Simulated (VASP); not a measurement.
# MgS (F-43m) in VASP: further runs

The runs below take MgS through relaxation of cell and atoms, single point, with PBE, PBEsol, LDA, r2SCAN0.

Program: VASP 6.6.1. These are calculated values, not measurements. Logs are shortened: lines on timing, memory, paths and dates and some standing lists are left out, and cuts for length are marked.

### 1 The cell of the first run

The structure is cubic, space group F-43m (No. 216). The conventional cell has a = 5.666 Å, b = 5.666 Å, c = 5.666 Å, α = 90.00°, β = 90.00°, γ = 90.00°. Within 3.2 Å of Mg (site symmetry -43m) lie 4 S at 2.45 Å. S (site symmetry -43m) has 4 Mg at 2.45 Å within 3.2 Å.

### 2 Relaxation of cell and atoms, PBE

INCAR

```
ALGO     = Normal         # electronic algorithm
EDIFF    = 1E-6           # SCF threshold, eV
EDIFFG   = -0.005         # ionic threshold
ENCUT    = 600            # plane-wave cutoff, eV
GGA      = PE             # functional
IBRION   = 2              # ionic algorithm
ISIF     = 3              # what is computed and relaxed
ISMEAR   = -1             # smearing method
LASPH    = T              # aspherical terms in the spheres
LCHARG   = F              # write CHGCAR
LREAL    = F              # projectors in reciprocal space
LWAVE    = F              # write WAVECAR
NELM     = 100            # most SCF steps
NSW      = 80             # ionic steps
PREC     = Accurate       # precision mode
SIGMA    = 0.02           # smearing width, eV
```

KPOINTS

```
k-points
0
Gamma
  8 8 8
```

POSCAR

```
MgS
1.0
    0.0000000000      2.8331200468      2.8331200468
    2.8331200468      0.0000000000      2.8331200468
    2.8331200468      2.8331200468      0.0000000000
Mg S
1 1
Direct
    0.0000000000      0.0000000000      0.0000000000
    0.7500000000      0.7500000000      0.7500000000
```

Potentials or basis: VASP PAW PBE potentials, release 64 (Mg, S).

Started as:

```console
$ cat potpaw_PBE.64/Mg/POTCAR potpaw_PBE.64/S/POTCAR > POTCAR
$ mpirun -np 1 vasp_std > vasp.out
```

OUTCAR:

```text
EDIFF = 1E-6
   EDIFFG = -0.005
   ENCUT = 600
   GGA = PE
   IBRION = 2
   ISIF = 3
   ISMEAR = -1
   LASPH = T
   LREAL = F
   NELM = 100
   NSW = 80
   PREC = Accurate

 ion  position               nearest neighbor table
   1  0.000  0.000  0.000-   2 2.45   2 2.45   2 2.45   2 2.45
   2  0.750  0.750  0.750-   1 2.45   1 2.45   1 2.45   1 2.45

  LATTYP: Found a face centered cubic cell.
 ALAT       =     5.6662400936

  Lattice vectors:

 A1 = (   0.0000000000,   2.8331200468,   2.8331200468)
 A2 = (   2.8331200468,   0.0000000000,   2.8331200468)
 A3 = (   2.8331200468,   2.8331200468,   0.0000000000)

Analysis of symmetry for initial positions (statically):
=====================================================================
 Subroutine PRICEL returns:
 Original cell was already a primitive cell.

 Routine SETGRP: Setting up the symmetry group for a
 face centered cubic supercell.

 Subroutine GETGRP returns: Found 24 space group operations
 (whereof 24 operations were pure point group operations)
 out of a pool of 48 trial point group operations.

The static configuration has the point symmetry T_d .

Analysis of symmetry for dynamics (positions and initial velocities):
=====================================================================
 Subroutine PRICEL returns:
 Original cell was already a primitive cell.

 Routine SETGRP: Setting up the symmetry group for a
 face centered cubic supercell.

 Subroutine GETGRP returns: Found 24 space group operations
 (whereof 24 operations were pure point group operations)
 out of a pool of 48 trial point group operations.

The dynamic configuration has the point symmetry T_d .

 Subroutine INISYM returns: Found 24 space group operations
 (whereof 24 operations are pure point group operations),
 and found     1 'primitive' translations

----------------------------------------------------------------------------------------

                                     Primitive cell

  volume of cell :      45.4805

  direct lattice vectors                    reciprocal lattice vectors
     0.000000000  2.833120047  2.833120047    -0.176483874  0.176483874  0.176483874
     2.833120047  0.000000000  2.833120047     0.176483874 -0.176483874  0.176483874
     2.833120047  2.833120047  0.000000000     0.176483874  0.176483874 -0.176483874

  length of vectors
     4.006636794  4.006636794  4.006636794     0.305679036  0.305679036  0.305679036

  position of ions in fractional coordinates (direct lattice)
     0.000000000  0.000000000  0.000000000
     0.750000000  0.750000000  0.750000000

  ion indices of the primitive-cell ions
   primitive index   ion index
                 1           1
                 2           2

----------------------------------------------------------------------------------------

 KPOINTS: k-points

Automatic generation of k-mesh.
 Grid dimensions read from file:
 generate k-points for:    8    8    8

 Generating k-lattice:

  Cartesian coordinates                     Fractional coordinates (reciprocal lattice)
    -0.022060484  0.022060484  0.022060484     0.125000000  0.000000000  0.000000000
     0.022060484 -0.022060484  0.022060484     0.000000000  0.125000000  0.000000000
     0.022060484  0.022060484 -0.022060484     0.000000000  0.000000000  0.125000000

  Length of vectors
     0.038209879  0.038209879  0.038209879

  Shift w.r.t. Gamma in fractional coordinates (k-lattice)
     0.000000000  0.000000000  0.000000000

 Subroutine IBZKPT returns following result:
 ===========================================

 Found     29 irreducible k-points:

 Following reciprocal coordinates:
            Coordinates               Weight
  0.000000  0.000000  0.000000      1.000000
  0.125000  0.000000  0.000000      8.000000
  0.250000  0.000000  0.000000      8.000000
  0.375000  0.000000  0.000000      8.000000
  0.500000  0.000000  0.000000      4.000000
  0.125000  0.125000  0.000000      6.000000
[... 16 lines left out ...]
  0.500000  0.250000  0.125000     48.000000
 -0.375000  0.250000  0.125000     24.000000
 [... further k-points ...]
   k-points           NKPTS =     29   k-points in BZ     NKDIM =     29   number of bands    NBANDS=      8
   number of dos      NEDOS =    301   number of ions     NIONS =      2
   total plane-waves  NPLWV =  32768
   dimension x,y,z NGX =    32 NGY =   32 NGZ =   32
   dimension x,y,z NGXF=    64 NGYF=   64 NGZF=   64
   ions per type =               1   1
   NGX,Y,Z   is equivalent  to a cutoff of  13.28, 13.28, 13.28 a.u.
   NGXF,Y,Z  is equivalent  to a cutoff of  26.56, 26.56, 26.56 a.u.
 SYSTEM =  unknown system
   PREC   = accura    normal or accurate (medium, high low for compatibility)
   ISTART =      0    job   : 0-new  1-cont  2-samecut
   ICHARG =      2    charge: 1-file 2-atom 10-const
   ISPIN  =      1    spin polarized calculation?
   LNONCOLLINEAR =      F non collinear calculations
   LSORBIT =      F    spin-orbit coupling
   LASPH  =      T    aspherical Exc in radial PAW
   ENCUT  =  600.0 eV  44.10 Ry    6.64 a.u.   8.00  8.00  8.00*2*pi/ulx,y,z
   NELM   =    100;   NELMIN=  2; NELMDL= -5     # of ELM steps
   EDIFF  = 0.1E-05   stopping-criterion for ELM
   LREAL  =      F    real-space projection
   EDIFFG = -.5E-02   stopping-criterion for IOM
   NSW    =     80    number of steps for IOM
   IBRION =      2    ionic relax: 0-MD 1-quasi-New 2-CG
   NFREE  =      1    steps in history (QN), initial steepest desc. (CG)
   ISIF   =      3    stress and relaxation
   ISYM   =      2    0-nonsym 1-usesym 2-fastsym
   POTIM  = 0.5000    time-step for ionic-motion
   TEBEG  =    0.0;   TEEND  =   0.0 temperature during run
   PSTRESS=    0.0 pullay stress
   NELECT =       8.0000    total number of electrons
   NUPDOWN=      -1.0000    fix difference up-down
   EMIN   =  10.00;   EMAX   =-10.00  energy-range for DOS
   EFERMI =   0.00;   METHOD = LEGACY
   ISMEAR =    -1;   SIGMA  =   0.02  broadening in eV -4-tet -1-fermi 0-gaus
   EFERMI_NEDOS =   21; number of points for ismear=-14 and -15
   IALGO  =     38    algorithm
   IMIX   =      4    mixing-type and parameters
     AMIX     =   0.40;   BMIX     =  1.00
     AMIX_MAG =   1.60;   BMIX_MAG =  1.00
  volume/ion in A,a.u.               =      22.74       153.46
  Fermi-wavevector in a.u.,A,eV,Ry     =   0.917269  1.733386 11.447692  0.841382
  Thomas-Fermi vector in A             =   2.042218
   LORBIT       =      0    0 simple, 1 ext, 2 COOP (PROOUT), +10 PAW based schemes
   GGA     = PE    functional components
   LHFCALC =     F    Hartree Fock is set to
   AEXX    =    0.0000 exact exchange contribution
   IVDW    =     0    specifies the selected vdW correction
   LEPSILON=     F    determine dielectric tensor
   LRPA    =     F    only Hartree local field effects (RPA)
 conjugate gradient relaxation of ions
 non-spin polarized calculation
  energy-cutoff  :      600.00
  volume of cell :       45.48
 maximum number of plane-waves:      1540
   NGX = 17   NGY = 17   NGZ = 17

--------------------------------------- Ionic step        1  -------------------------------------------

 number of electron       8.0000000 magnetization

 Free energy of the ion-electron system (eV)
  ---------------------------------------------------
  ext. energy  EPLUGINS =         0.00000000
  ---------------------------------------------------
  free energy    TOTEN  =        -8.47164533 eV

  energy without entropy =       -8.47164533  energy(sigma->0) =       -8.47164533

------------------------ aborting loop because EDIFF is reached ----------------------------------------

  FORCE on cell =-STRESS in cart. coord.  units (eV):
  Direction    XX          YY          ZZ          XY          YZ          ZX
  --------------------------------------------------------------------------------------
  -------------------------------------------------------------------------------------
  Total        0.2306967      0.2306967      0.2306967      0.0000000      0.0000000     -0.0000000
  in kB        8.1269409      8.1269409      8.1269409      0.0000000      0.0000000     -0.0000000
  external PRESSURE =       8.1269409 kB  Pullay stress =       0.0000000 kB
[... 57 lines left out ...]
  energy  without entropy=       -8.4731976871  energy(sigma->0) =       -8.47319769

--------------------------------------- Ionic step        3  -------------------------------------------

 number of electron       8.0000001 magnetization

 Free energy of the ion-electron system (eV)
  ---------------------------------------------------
  ext. energy  EPLUGINS =         0.00000000
  ---------------------------------------------------
  free energy    TOTEN  =        -8.47325022 eV

  energy without entropy =       -8.47325022  energy(sigma->0) =       -8.47325022

 E-fermi :   1.3517     XC(G=0):  -8.3270

 val. band max:        0.9616779590   @ k =   0.0000   0.0000   0.0000
 cond. band min:       4.3391195943   @ k =   0.0000   0.0000   0.0000
 fundamental gap:      3.3774416353
 Fermi energy:         1.3517458186

 k-point     1 :       0.0000    0.0000    0.0000
  band No.  band energies     occupation
      1     -10.2518      2.00000
      2       0.9617      2.00000
      3       0.9617      2.00000
      4       0.9617      2.00000
      5       4.3391      0.00000
      6       8.8693      0.00000
      7       8.8693      0.00000
      8       8.8693      0.00000
[... 243 lines left out ...]
 k-point    24 :      -0.3750    0.2500    0.1250
  band No.  band energies     occupation
      1      -9.4890      2.00000
      2      -1.7638      2.00000
      3      -0.3081      2.00000
      4       0.3288      2.00000
      5       6.9978      0.00000
      6       7.4017      0.00000
      7       9.6111      0.00000
      8       9.7865      0.00000

 [... further k-points ...]

------------------------ aborting loop because EDIFF is reached ----------------------------------------

  FORCE on cell =-STRESS in cart. coord.  units (eV):
  Direction    XX          YY          ZZ          XY          YZ          ZX
  --------------------------------------------------------------------------------------
  -------------------------------------------------------------------------------------
  Total       -0.0000514     -0.0000514     -0.0000514     -0.0000000     -0.0000000      0.0000000
  in kB       -0.0017841     -0.0017841     -0.0017841     -0.0000000     -0.0000000      0.0000000
  external PRESSURE =      -0.0017841 kB  Pullay stress =       0.0000000 kB
[... 17 lines left out ...]
  FREE ENERGIE OF THE ION-ELECTRON SYSTEM (eV)
  ---------------------------------------------------
  free  energy   TOTEN  =        -8.4732502163 eV

  energy  without entropy=       -8.4732502163  energy(sigma->0) =       -8.47325022

 reached required accuracy - stopping structural energy minimisation
```

Run time: 9.3 s. Hardware: 1 thread of AMD EPYC 9R45 (Zen 5), shared host; peak memory 0.16 GiB.

Results:

```yaml
Free_energy: -8.4733 eV
Relaxed_volume: 23.06 Å³/atom
Relaxed_cell: a = 4.025 Å, b = 4.025 Å, c = 4.025 Å, α = 60.00°, β = 60.00°, γ = 60.00°
Space_group_after_relaxing_to_0.05_Å: F-43m (No. 216)
Energy_gained_by_relaxing: 0.8 meV/atom
Ionic_steps: 3
Pressure_after_relaxing: 0.0 GPa
Band_gap_on_the_k_mesh: 3.38 eV, direct
```

Step by step:
```tsv
step	energy change (eV)	largest force (eV/Å)	pressure (GPa)	volume (Å³)
1	0.0000	0.0000	0.81	45.48
2	-0.0016	0.0000	-0.14	46.24
3	-0.0016	0.0000	0.00	46.12
```

Final structure:
```cif
data_structure
_symmetry_space_group_name_H-M 'P 1'
_symmetry_Int_Tables_number 1
_cell_length_a 4.0254
_cell_length_b 4.0254
_cell_length_c 4.0254
_cell_angle_alpha 60.000
_cell_angle_beta 60.000
_cell_angle_gamma 60.000
_cell_volume 46.12
loop_
_atom_site_label
_atom_site_type_symbol
_atom_site_fract_x
_atom_site_fract_y
_atom_site_fract_z
_atom_site_occupancy
Mg1 Mg 0.00000 0.00000 0.00000 1
S1 S 0.75000 0.75000 0.75000 1
```

### 3 Relaxation of cell and atoms, PBEsol

This run uses another cell than the first one, of 23.12 Å³/atom, 1.016 times its volume.

INCAR

```
ALGO = Normal
EDIFF = 1E-7
EDIFFG = -0.005
ENCUT = 600
GGA = PS
IBRION = 2
ISIF = 3
ISMEAR = -1
LASPH = True
LCHARG = False
LREAL = False
LWAVE = False
NELM = 60
NSW = 80
PREC = Accurate
SIGMA = 0.02
```

KPOINTS is that of step 2.

POSCAR

```
MgS
1.0
    0.0000000000      2.8486069976      2.8486069976
    2.8486069976      0.0000000000      2.8486069976
    2.8486069976      2.8486069976      0.0000000000
Mg S
1 1
Direct
    0.0000000000      0.0000000000      0.0000000000
    0.7500000000      0.7500000000      0.7500000000
```

Potentials or basis: VASP PAW PBE potentials, release 64 (Mg, S).

Started as:

```console
$ cat potpaw_PBE.64/Mg/POTCAR potpaw_PBE.64/S/POTCAR > POTCAR
$ mpirun -np 1 vasp_std > vasp.out
```

OUTCAR:

```text
EDIFF = 1E-7
   EDIFFG = -0.005
   ENCUT = 600
   GGA = PS
   IBRION = 2
   ISIF = 3
   ISMEAR = -1
   LASPH = True
   LREAL = False
   NELM = 60
   NSW = 80
   PREC = Accurate

 ion  position               nearest neighbor table
   1  0.000  0.000  0.000-   2 2.47   2 2.47   2 2.47   2 2.47
   2  0.750  0.750  0.750-   1 2.47   1 2.47   1 2.47   1 2.47

  LATTYP: Found a face centered cubic cell.
 ALAT       =     5.6972139952

  Lattice vectors:

 A1 = (   0.0000000000,   2.8486069976,   2.8486069976)
 A2 = (   2.8486069976,   0.0000000000,   2.8486069976)
 A3 = (   2.8486069976,   2.8486069976,   0.0000000000)

Analysis of symmetry for initial positions (statically):
=====================================================================
 Subroutine PRICEL returns:
 Original cell was already a primitive cell.

 Routine SETGRP: Setting up the symmetry group for a
 face centered cubic supercell.

 Subroutine GETGRP returns: Found 24 space group operations
 (whereof 24 operations were pure point group operations)
 out of a pool of 48 trial point group operations.

The static configuration has the point symmetry T_d .

Analysis of symmetry for dynamics (positions and initial velocities):
=====================================================================
 Subroutine PRICEL returns:
 Original cell was already a primitive cell.

 Routine SETGRP: Setting up the symmetry group for a
 face centered cubic supercell.

 Subroutine GETGRP returns: Found 24 space group operations
 (whereof 24 operations were pure point group operations)
 out of a pool of 48 trial point group operations.

The dynamic configuration has the point symmetry T_d .

 Subroutine INISYM returns: Found 24 space group operations
 (whereof 24 operations are pure point group operations),
 and found     1 'primitive' translations

[... 127 lines left out ...]
  energy-cutoff  :      600.00
  volume of cell :       46.23
 maximum number of plane-waves:      1572
   NGX = 17   NGY = 17   NGZ = 17

--------------------------------------- Ionic step        1  -------------------------------------------

 number of electron       8.0000001 magnetization

 Free energy of the ion-electron system (eV)
  ---------------------------------------------------
  ext. energy  EPLUGINS =         0.00000000
  ---------------------------------------------------
  free energy    TOTEN  =        -8.91301625 eV

  energy without entropy =       -8.91301625  energy(sigma->0) =       -8.91301625

------------------------ aborting loop because EDIFF is reached ----------------------------------------

  FORCE on cell =-STRESS in cart. coord.  units (eV):
  Direction    XX          YY          ZZ          XY          YZ          ZX
  --------------------------------------------------------------------------------------
  -------------------------------------------------------------------------------------
  Total       -0.4023457     -0.4023457     -0.4023457     -0.0000000     -0.0000000      0.0000000
  in kB      -13.9438386    -13.9438386    -13.9438386     -0.0000000     -0.0000000      0.0000000
  external PRESSURE =     -13.9438386 kB  Pullay stress =       0.0000000 kB
[... 59 lines left out ...]
--------------------------------------- Ionic step        3  -------------------------------------------

 number of electron       8.0000000 magnetization

 Free energy of the ion-electron system (eV)
  ---------------------------------------------------
  ext. energy  EPLUGINS =         0.00000000
  ---------------------------------------------------
  free energy    TOTEN  =        -8.91813133 eV

  energy without entropy =       -8.91813133  energy(sigma->0) =       -8.91813133

 E-fermi :   1.5032     XC(G=0):  -8.6018

 val. band max:        1.0413708861   @ k =   0.0000   0.0000   0.0000
 cond. band min:       4.3691115227   @ k =   0.0000   0.0000   0.0000
 fundamental gap:      3.3277406367
 Fermi energy:         1.5031773802

 k-point     1 :       0.0000    0.0000    0.0000
  band No.  band energies     occupation
      1     -10.2493      2.00000
      2       1.0414      2.00000
      3       1.0414      2.00000
      4       1.0414      2.00000
      5       4.3691      0.00000
      6       8.9307      0.00000
      7       8.9307      0.00000
      8       8.9307      0.00000
[... 243 lines left out ...]
 k-point    24 :      -0.3750    0.2500    0.1250
  band No.  band energies     occupation
      1      -9.4319      2.00000
      2      -1.8016      2.00000
      3      -0.2886      2.00000
      4       0.3780      2.00000
      5       6.9747      0.00000
      6       7.4403      0.00000
      7       9.7272      0.00000
      8       9.8186      0.00000

 [... further k-points ...]

------------------------ aborting loop because EDIFF is reached ----------------------------------------

  FORCE on cell =-STRESS in cart. coord.  units (eV):
  Direction    XX          YY          ZZ          XY          YZ          ZX
  --------------------------------------------------------------------------------------
  -------------------------------------------------------------------------------------
  Total       -0.0000867     -0.0000867     -0.0000867      0.0000000     -0.0000000     -0.0000000
  in kB       -0.0030814     -0.0030814     -0.0030814      0.0000000     -0.0000000     -0.0000000
  external PRESSURE =      -0.0030814 kB  Pullay stress =       0.0000000 kB
[... 17 lines left out ...]
  FREE ENERGIE OF THE ION-ELECTRON SYSTEM (eV)
  ---------------------------------------------------
  free  energy   TOTEN  =        -8.9181313291 eV

  energy  without entropy=       -8.9181313291  energy(sigma->0) =       -8.91813133

 reached required accuracy - stopping structural energy minimisation
```

It took 11 s on 1 thread of AMD EPYC 9R45 (Zen 5), shared host; peak memory 0.16 GiB.

What came out:

```
Free energy                            : -8.9181 eV
Relaxed volume                         : 22.54 Å³/atom
Relaxed cell                           : a = 3.995 Å, b = 3.995 Å, c = 3.995 Å, α = 60.00°, β = 60.00°, γ = 60.00°
Space group after relaxing (to 0.05 Å) : F-43m (No. 216)
Energy gained by relaxing              : 2.6 meV/atom
Ionic steps                            : 3
Pressure after relaxing                : 0.0 GPa
Band gap on the k mesh                 : 3.33 eV, direct
```

The path:
| step | energy change (eV) | largest force (eV/Å) | pressure (GPa) | volume (Å³) |
| --- | --- | --- | --- | --- |
| 1 | 0.0000 | 0.0000 | -1.39 | 46.23 |
| 2 | -0.0050 | 0.0000 | 0.25 | 44.90 |
| 3 | -0.0051 | 0.0000 | 0.00 | 45.08 |

Final structure:
```
CELL_PARAMETERS angstrom
0.00000 2.82483 2.82483
2.82483 0.00000 2.82483
2.82483 2.82483 0.00000
ATOMIC_POSITIONS crystal
Mg 0.00000 0.00000 0.00000
S 0.75000 0.75000 0.75000
```

Levels at points of the mesh, in eV from the valence-band top:
```tsv
k point	band 1	band 2	band 3	band 4	band 5	band 6	band 7	band 8
(0.00, 0.00, 0.00)	-11.29	0.00	0.00	0.00	3.33	7.89	7.89	7.89
(0.50, 0.00, 0.00)	-10.59	-3.21	-0.33	-0.33	5.02	7.55	7.55	8.45
(0.50, 0.50, 0.00)	-10.36	-2.87	-1.06	-1.06	3.70	5.55	11.09	12.21
```

Caveat: the PAW data sets were made with another functional, which shifts forces and pressure a little. A k mesh can miss the band edges.

[end of part 1 of 2]
